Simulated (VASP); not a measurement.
# CdO5 (F-43m) in VASP: a series of runs

Runs on CdO5. Level: PBE. Tasks: relaxation of cell and atoms, single point.

Everything below comes from runs of VASP 6.6.1. Logs are shortened: lines on timing, memory, paths and dates and some standing lists are left out, and cuts for length are marked.

## Step 1: The cell of the first run

Symmetry: F-43m, No. 216, cubic system. The conventional cell has a = 6.528 Å, b = 6.528 Å, c = 6.528 Å, α = 90.00°, β = 90.00°, γ = 90.00°. Within 3.6 Å of Cd (site symmetry -43m) lie 16 O at 2.71 to 2.83 Å. O (site symmetry -43m) has 12 O at 2.71 Å and 4 Cd at 2.83 Å within 3.6 Å. Within 3.1 Å of O (site symmetry 3m) lie 9 O at 2.31 to 2.71 Å and 3 Cd at 2.71 Å.

The cell was built from a structure type or drawn by symmetry, and may not be a known phase.

## Step 2: Relaxation of cell and atoms, PBE, collinear spin, ferromagnetic start

Contents of INCAR:

```
SYSTEM = CdO5
PREC = Accurate
ENCUT = 600
EDIFF = 1E-6
ISMEAR = 0
SIGMA = 0.1
LREAL = .False.
LASPH = .True.
NELM = 150
ALGO = Normal
ISIF = 3
LWAVE = .False.
LCHARG = .False.
ISPIN = 2
MAGMOM = 0 1 1 1 1 1
LORBIT = 11
GGA = PE
IBRION = 2
NSW = 90
EDIFFG = -0.04
```

Contents of KPOINTS:

```
regular mesh
0
Gamma
  4 4 4
  0 0 0
```

Contents of POSCAR:

```
CdO5
1.0
    0.0000000000      3.2639355000      3.2639355000
    3.2639355000      0.0000000000      3.2639355000
    3.2639355000      3.2639355000      0.0000000000
Cd O
1 5
Direct
    0.0000000000      0.0000000000      0.0000000000
    0.7500000000      0.7500000000      0.7500000000
    0.3750000000      0.3750000000      0.8750000000
    0.3750000000      0.8750000000      0.3750000000
    0.8750000000      0.3750000000      0.3750000000
    0.3750000000      0.3750000000      0.3750000000
```

Potentials or basis: VASP PAW PBE potentials, release 64 (Cd, O).

Started as:

```
cat potpaw_PBE.64/Cd/POTCAR potpaw_PBE.64/O/POTCAR > POTCAR
mpirun -np 1 vasp_std > vasp.out
```

OUTCAR:

```text
SYSTEM = CdO5
   PREC = Accurate
   ENCUT = 600
   EDIFF = 1E-6
   ISMEAR = 0
   LREAL = .False.
   LASPH = .True.
   NELM = 150
   ISIF = 3
   ISPIN = 2
   LORBIT = 11
   GGA = PE
   IBRION = 2
   NSW = 90
   EDIFFG = -0.04

 ion  position               nearest neighbor table
   1  0.000  0.000  0.000-   3 2.71   4 2.71   5 2.71   4 2.71   5 2.71   6 2.71   3 2.71   5 2.71
                             6 2.71   3 2.71   4 2.71   6 2.71   2 2.83   2 2.83   2 2.83   2 2.83
   2  0.750  0.750  0.750-   1 2.83   1 2.83   1 2.83   1 2.83
   3  0.375  0.375  0.875-   1 2.71   1 2.71   1 2.71
   4  0.375  0.875  0.375-   1 2.71   1 2.71   1 2.71
   5  0.875  0.375  0.375-   1 2.71   1 2.71   1 2.71
   6  0.375  0.375  0.375-   1 2.71   1 2.71   1 2.71

  LATTYP: Found a face centered cubic cell.
 ALAT       =     6.5278710000

  Lattice vectors:

 A1 = (   0.0000000000,   3.2639355000,   3.2639355000)
 A2 = (   3.2639355000,   0.0000000000,   3.2639355000)
 A3 = (   3.2639355000,   3.2639355000,   0.0000000000)

Analysis of symmetry for initial positions (statically):
=====================================================================
 Subroutine PRICEL returns:
 Original cell was already a primitive cell.

 Routine SETGRP: Setting up the symmetry group for a
 face centered cubic supercell.

 Subroutine GETGRP returns: Found 24 space group operations
 (whereof 24 operations were pure point group operations)
 out of a pool of 48 trial point group operations.

The static configuration has the point symmetry T_d .

Analysis of symmetry for dynamics (positions and initial velocities):
=====================================================================
 Subroutine PRICEL returns:
 Original cell was already a primitive cell.

 Routine SETGRP: Setting up the symmetry group for a
 face centered cubic supercell.

 Subroutine GETGRP returns: Found 24 space group operations
 (whereof 24 operations were pure point group operations)
 out of a pool of 48 trial point group operations.

The dynamic configuration has the point symmetry T_d .

Analysis of structural, dynamic, and magnetic symmetry:
=====================================================================
 Subroutine PRICEL returns:
 Original cell was already a primitive cell.

 Routine SETGRP: Setting up the symmetry group for a
 face centered cubic supercell.

 Subroutine GETGRP returns: Found 24 space group operations
 (whereof 24 operations were pure point group operations)
 out of a pool of 48 trial point group operations.

The overall configuration has the point symmetry T_d .

 Subroutine INISYM returns: Found 24 space group operations
 (whereof 24 operations are pure point group operations),
 and found     1 'primitive' translations

----------------------------------------------------------------------------------------

                                     Primitive cell

  volume of cell :      69.5432

  direct lattice vectors                    reciprocal lattice vectors
     0.000000000  3.263935500  3.263935500    -0.153189302  0.153189302  0.153189302
     3.263935500  0.000000000  3.263935500     0.153189302 -0.153189302  0.153189302
     3.263935500  3.263935500  0.000000000     0.153189302  0.153189302 -0.153189302

  length of vectors
     4.615901851  4.615901851  4.615901851     0.265331654  0.265331654  0.265331654

  position of ions in fractional coordinates (direct lattice)
     0.000000000  0.000000000  0.000000000
     0.750000000  0.750000000  0.750000000
     0.375000000  0.375000000  0.875000000
     0.375000000  0.875000000  0.375000000
     0.875000000  0.375000000  0.375000000
     0.375000000  0.375000000  0.375000000

  ion indices of the primitive-cell ions
   primitive index   ion index
                 1           1
                 2           2
                 3           3
                 4           4
                 5           5
                 6           6

----------------------------------------------------------------------------------------

 KPOINTS: regular mesh

Automatic generation of k-mesh.
 Grid dimensions read from file:
 generate k-points for:    4    4    4

 Generating k-lattice:

  Cartesian coordinates                     Fractional coordinates (reciprocal lattice)
    -0.038297325  0.038297325  0.038297325     0.250000000  0.000000000  0.000000000
     0.038297325 -0.038297325  0.038297325     0.000000000  0.250000000  0.000000000
     0.038297325  0.038297325 -0.038297325     0.000000000  0.000000000  0.250000000

  Length of vectors
     0.066332913  0.066332913  0.066332913

  Shift w.r.t. Gamma in fractional coordinates (k-lattice)
     0.000000000  0.000000000  0.000000000

 Subroutine IBZKPT returns following result:
 ===========================================

 Found      8 irreducible k-points:

 Following reciprocal coordinates:
            Coordinates               Weight
  0.000000  0.000000  0.000000      1.000000
  0.250000  0.000000  0.000000      8.000000
  0.500000  0.000000  0.000000      4.000000
  0.250000  0.250000  0.000000      6.000000
  0.500000  0.250000  0.000000     24.000000
 -0.250000  0.250000  0.000000     12.000000
  0.500000  0.500000  0.000000      3.000000
 -0.250000  0.500000  0.250000      6.000000
   k-points           NKPTS =      8   k-points in BZ     NKDIM =      8   number of bands    NBANDS=     28
   number of dos      NEDOS =    301   number of ions     NIONS =      6
   total plane-waves  NPLWV =  64000
   dimension x,y,z NGX =    40 NGY =   40 NGZ =   40
   dimension x,y,z NGXF=    80 NGYF=   80 NGZF=   80
   ions per type =               1   5
   NGX,Y,Z   is equivalent  to a cutoff of  14.41, 14.41, 14.41 a.u.
   NGXF,Y,Z  is equivalent  to a cutoff of  28.81, 28.81, 28.81 a.u.
 SYSTEM =  CdO5
   PREC   = accura    normal or accurate (medium, high low for compatibility)
   ISTART =      0    job   : 0-new  1-cont  2-samecut
   ICHARG =      2    charge: 1-file 2-atom 10-const
   ISPIN  =      2    spin polarized calculation?
   LNONCOLLINEAR =      F non collinear calculations
   LSORBIT =      F    spin-orbit coupling
   LASPH  =      T    aspherical Exc in radial PAW
   ENCUT  =  600.0 eV  44.10 Ry    6.64 a.u.   9.22  9.22  9.22*2*pi/ulx,y,z
   NELM   =    150;   NELMIN=  2; NELMDL= -5     # of ELM steps
   EDIFF  = 0.1E-05   stopping-criterion for ELM
   LREAL  =      F    real-space projection
   EDIFFG = -.4E-01   stopping-criterion for IOM
   NSW    =     90    number of steps for IOM
   IBRION =      2    ionic relax: 0-MD 1-quasi-New 2-CG
   NFREE  =      1    steps in history (QN), initial steepest desc. (CG)
   ISIF   =      3    stress and relaxation
   ISYM   =      2    0-nonsym 1-usesym 2-fastsym
   POTIM  = 0.5000    time-step for ionic-motion
   TEBEG  =    0.0;   TEEND  =   0.0 temperature during run
   PSTRESS=    0.0 pullay stress
   NELECT =      42.0000    total number of electrons
   NUPDOWN=      -1.0000    fix difference up-down
   EMIN   =  10.00;   EMAX   =-10.00  energy-range for DOS
   EFERMI =   0.00;   METHOD = LEGACY
   ISMEAR =     0;   SIGMA  =   0.10  broadening in eV -4-tet -1-fermi 0-gaus
   EFERMI_NEDOS =   21; number of points for ismear=-14 and -15
   IALGO  =     38    algorithm
   IMIX   =      4    mixing-type and parameters
     AMIX     =   0.40;   BMIX     =  1.00
     AMIX_MAG =   1.60;   BMIX_MAG =  1.00
  volume/ion in A,a.u.               =      11.59        78.22
  Fermi-wavevector in a.u.,A,eV,Ry     =   1.383799  2.615001 26.053794  1.914900
  Thomas-Fermi vector in A             =   2.508363
   LORBIT       =     11    0 simple, 1 ext, 2 COOP (PROOUT), +10 PAW based schemes
   GGA     = PE    functional components
   LHFCALC =     F    Hartree Fock is set to
   AEXX    =    0.0000 exact exchange contribution
   IVDW    =     0    specifies the selected vdW correction
   LEPSILON=     F    determine dielectric tensor
   LRPA    =     F    only Hartree local field effects (RPA)
 conjugate gradient relaxation of ions
 spin polarized calculation
 Gauss-broadening in eV      SIGMA  =   0.10
  energy-cutoff  :      600.00
  volume of cell :       69.54
 maximum number of plane-waves:      2332
 NGX is ok and might be reduce to    40
   NGX = 19   NGY = 19   NGZ = 19

--------------------------------------- Ionic step        1  -------------------------------------------

 number of electron      42.0000006 magnetization       5.3642204

 Free energy of the ion-electron system (eV)
  ---------------------------------------------------
  ext. energy  EPLUGINS =         0.00000000
  ---------------------------------------------------
  free energy    TOTEN  =       -17.66473976 eV

  energy without entropy =      -17.65174990  energy(sigma->0) =      -17.65824483

------------------------ aborting loop because EDIFF is reached ----------------------------------------

  FORCE on cell =-STRESS in cart. coord.  units (eV):
  Direction    XX          YY          ZZ          XY          YZ          ZX
  --------------------------------------------------------------------------------------
  -------------------------------------------------------------------------------------
  Total       -4.0909798     -4.0909798     -4.0909798      0.0000000      0.0000000      0.0000000
  in kB      -94.2504041    -94.2504041    -94.2504041      0.0000000      0.0000000      0.0000000
  external PRESSURE =     -94.2504041 kB  Pullay stress =       0.0000000 kB
[... 185 lines left out ...]
  energy  without entropy=      -17.8991393652  energy(sigma->0) =      -17.91465669

--------------------------------------- Ionic step        6  -------------------------------------------

 number of electron      41.9999999 magnetization       4.8195781

 Free energy of the ion-electron system (eV)
  ---------------------------------------------------
  ext. energy  EPLUGINS =         0.00000000
  ---------------------------------------------------
  free energy    TOTEN  =       -17.93331607 eV

  energy without entropy =      -17.90271054  energy(sigma->0) =      -17.91801330

 E-fermi :   1.6773     XC(G=0): -11.5617

 val. band max:        1.6586125847   @ k =  -0.2500   0.5000   0.2500
 cond. band min:       1.6809627703   @ k =   0.5000   0.2500   0.0000
 fundamental gap:      0.0223501856
 Fermi energy:         1.6773062072

 spin component 1

 k-point     1 :       0.0000    0.0000    0.0000
  band No.  band energies     occupation
      1     -18.8084      1.00000
      2     -15.7804      1.00000
      3     -15.1380      1.00000
      4     -15.1380      1.00000
      5     -15.1380      1.00000
      6      -5.6512      1.00000
[... 237 lines left out ...]
     27      11.8920      0.00000
     28      12.5020      0.00000
 Fermi energy:         1.6773062072

 spin component 2

 k-point     1 :       0.0000    0.0000    0.0000
  band No.  band energies     occupation
      1     -17.5156      1.00000
      2     -13.6446      1.00000
      3     -13.6446      1.00000
      4     -13.6446      1.00000
      5     -13.3102      1.00000
      6      -5.4218      1.00000
[... 270 lines left out ...]
  FREE ENERGIE OF THE ION-ELECTRON SYSTEM (eV)
  ---------------------------------------------------
  free  energy   TOTEN  =       -17.9333160683 eV

  energy  without entropy=      -17.9027105417  energy(sigma->0) =      -17.91801330

 reached required accuracy - stopping structural energy minimisation

 total charge

# of ion       s       p       d       tot
------------------------------------------
    1        0.233   0.165   9.643  10.042
    2        1.621   3.039   0.000   4.660
    3        1.641   3.011   0.000   4.653
    4        1.641   3.011   0.000   4.653
    5        1.641   3.011   0.000   4.653
    6        1.641   3.011   0.000   4.653
--------------------------------------------------
tot          8.420  15.248   9.643  33.312

 magnetization (x)

# of ion       s       p       d       tot
------------------------------------------
    1       -0.037  -0.018   0.026  -0.030
    2        0.012   1.262   0.000   1.275
    3        0.009   0.733   0.000   0.741
    4        0.009   0.733   0.000   0.741
    5        0.009   0.733   0.000   0.741
    6        0.009   0.733   0.000   0.741
--------------------------------------------------
tot          0.009   4.176   0.026   4.211
```

Run time: 2.7 min. Hardware: 1 thread of Intel Xeon 6975P-C (Granite Rapids), shared host; peak memory 0.29 GiB.

Results:

```
Free energy                                           : -17.9333 eV
Relaxed volume                                        : 10.22 Å³/atom
Relaxed cell                                          : a = 4.426 Å, b = 4.426 Å, c = 4.426 Å, α = 60.00°, β = 60.00°, γ = 60.00°
Space group after relaxing (to 0.1 Å)                 : F-43m (No. 216)
Energy gained by relaxing                             : 44.8 meV/atom
Ionic steps                                           : 6
Pressure after relaxing                               : 0.2 GPa
Net moment                                            : 4.82 μB per cell
Site moments                                          : Cd -0.03; O +1.27, +0.74 (each value once) μB
Valence electrons inside the program's atomic spheres : Cd 10.04; O 4.66, 4.65 (each value once)
```

The path:
| step | energy change (eV) | largest force (eV/Å) | pressure (GPa) | volume (Å³) |
| --- | --- | --- | --- | --- |
| 1 | 0.0000 | 0.0132 | -9.43 | 69.54 |
| 2 | -0.2538 | 0.0892 | -2.10 | 62.90 |
| 3 | -0.2630 | 0.1135 | -0.13 | 61.61 |
| 4 | -0.2630 | 0.1165 | 0.12 | 61.46 |
| 5 | -0.2654 | 0.0897 | 0.11 | 61.42 |
| 6 | -0.2686 | 0.0055 | 0.19 | 61.32 |

Final structure:
```xyz
6
Lattice="0.0000 3.1298 3.1298 3.1298 0.0000 3.1298 3.1298 3.1298 0.0000" Properties=species:S:1:pos:R:3 pbc="T T T"
Cd    0.0000    0.0000    0.0000
O     4.6947    4.6947    4.6947
O     3.8989    3.8989    2.3607
O     3.8989    2.3607    3.8989
O     2.3607    3.8989    3.8989
O     2.3607    2.3607    2.3607
```

Levels at points of the mesh, in eV from the Fermi level:
Spin up:
```csv
k point,band 21,band 22,band 23,band 24,band 25,band 26
"(0.00, 0.00, 0.00)",-0.46,-0.46,0.60,0.60,0.60,2.46
"(0.50, 0.00, 0.00)",-1.46,-1.46,-0.44,0.50,0.50,4.18
"(0.50, 0.50, 0.00)",-1.89,-1.47,-1.47,0.29,0.29,4.75
```
Spin down:
```csv
k point,band 16,band 17,band 18,band 19,band 20,band 21,band 22,band 23
"(0.00, 0.00, 0.00)",-1.82,-0.31,-0.31,-0.31,1.29,1.29,1.29,1.96
"(0.50, 0.00, 0.00)",-1.43,-1.12,-0.79,-0.79,-0.43,0.70,0.70,1.32
"(0.50, 0.50, 0.00)",-1.37,-0.79,-0.79,-0.64,-0.46,0.30,0.74,0.74
```

Caveat: the k points lie up to 0.43 Å⁻¹ apart in the final cell.

## Step 3: Relaxation of cell and atoms, PBE, collinear spin, ferromagnetic start

This run uses another cell than the first one, of 10.26 Å³/atom.

Contents of INCAR:

```
PREC = Accurate ; ENCUT = 600
EDIFF = 1E-6 ; ISMEAR = 0
SIGMA = 0.1 ; LREAL = False
LASPH = True ; NELM = 150
ALGO = Normal ; ISIF = 3
LWAVE = False ; LCHARG = False
ISPIN = 2 ; MAGMOM = 0 1.05 1.05 1.05 1.05 1.05
LORBIT = 11 ; GGA = PE
IBRION = 2 ; NSW = 90
EDIFFG = -0.04
```

Contents of KPOINTS:

```
Automatic mesh
0
Gamma
  6 6 6
```

Contents of POSCAR:

```
CdO5
1.0
    0.0000000000      3.1343448969      3.1343448969
    3.1343448969      0.0000000000      3.1343448969
    3.1343448969      3.1343448969      0.0000000000
Cd O
1 5
Direct
    0.0000000000      0.0000000000      0.0000000000
    0.2500000000      0.2500000000      0.2500000000
    0.6232666641      0.6232666641      0.6232666641
    0.1302000078      0.6232666641      0.6232666641
    0.6232666641      0.6232666641      0.1302000078
    0.6232666641      0.1302000078      0.6232666641
```

Potentials or basis: VASP PAW PBE potentials, release 64 (Cd, O).

Started as:

```
cat potpaw_PBE.64/Cd/POTCAR potpaw_PBE.64/O/POTCAR > POTCAR
mpirun -np 1 vasp_std > vasp.out
```

It took 75 s on 1 thread of Intel Xeon 6975P-C (Granite Rapids), shared host; peak memory 0.26 GiB.

It converged, with:

```
Free energy                                           : -17.8679 eV
Relaxed volume                                        : 10.15 Å³/atom
Relaxed cell                                          : a = 4.415 Å, b = 4.415 Å, c = 4.415 Å, α = 60.00°, β = 60.00°, γ = 60.00°
Space group after relaxing (to 0.1 Å)                 : F-43m (No. 216)
Energy gained by relaxing                             : 0.5 meV/atom
Ionic steps                                           : 2
Pressure after relaxing                               : 0.0 GPa
Net moment                                            : 3.82 μB per cell
Site moments                                          : Cd -0.03; O +1.29, +0.52 (each value once) μB
Valence electrons inside the program's atomic spheres : Cd 10.05; O 4.66, 4.65 (each value once)
```

Forces in eV/Å, atoms in the order of the input:
```
Cd   0.000  0.000  0.000
O    0.000  0.000  0.000
O    0.001  0.001  0.001
O    0.001 -0.001 -0.001
O   -0.001 -0.001  0.001
O   -0.001  0.001 -0.001
```

Step by step:
```
step  energy change (eV)  largest force (eV/Å)  pressure (GPa)  volume (Å³)
   1              0.0000                0.0001           -1.25        61.58
   2             -0.0027                0.0023            0.04        60.87
```

Final structure:
```
Cd O
1.0
     0.00000    3.12222    3.12222
     3.12222    0.00000    3.12222
     3.12222    3.12222    0.00000
Cd O
1 5
Direct
  0.00000 0.00000 0.00000
  0.25000 0.25000 0.25000
  0.62327 0.62327 0.62327
  0.13020 0.62327 0.62327
  0.62327 0.62327 0.13020
  0.62327 0.13020 0.62327
```

Levels at points of the mesh, in eV from the Fermi level:
Spin up:
```tsv
k point	band 20	band 21	band 22	band 23	band 24	band 25	band 26	band 27
(0.00, 0.00, 0.00)	-0.24	-0.24	-0.24	1.03	1.03	1.03	2.61	10.26
(0.50, 0.00, 0.00)	-1.84	-1.33	-1.33	-0.22	0.91	0.91	4.35	9.71
(0.50, 0.50, 0.00)	-1.74	-1.74	-1.36	-1.36	0.68	0.68	4.93	10.15
```
Spin down:
| k point | band 16 | band 17 | band 18 | band 19 | band 20 | band 21 | band 22 | band 23 |
| --- | --- | --- | --- | --- | --- | --- | --- | --- |
| (0.00, 0.00, 0.00) | -1.88 | -0.29 | -0.29 | -0.29 | 1.21 | 1.21 | 1.21 | 1.61 |
| (0.50, 0.00, 0.00) | -1.49 | -1.49 | -0.93 | -0.93 | -0.41 | 0.68 | 0.68 | 1.23 |
| (0.50, 0.50, 0.00) | -1.60 | -1.02 | -1.02 | -0.75 | -0.51 | 0.31 | 0.75 | 0.75 |

[end of part 1 of 2]
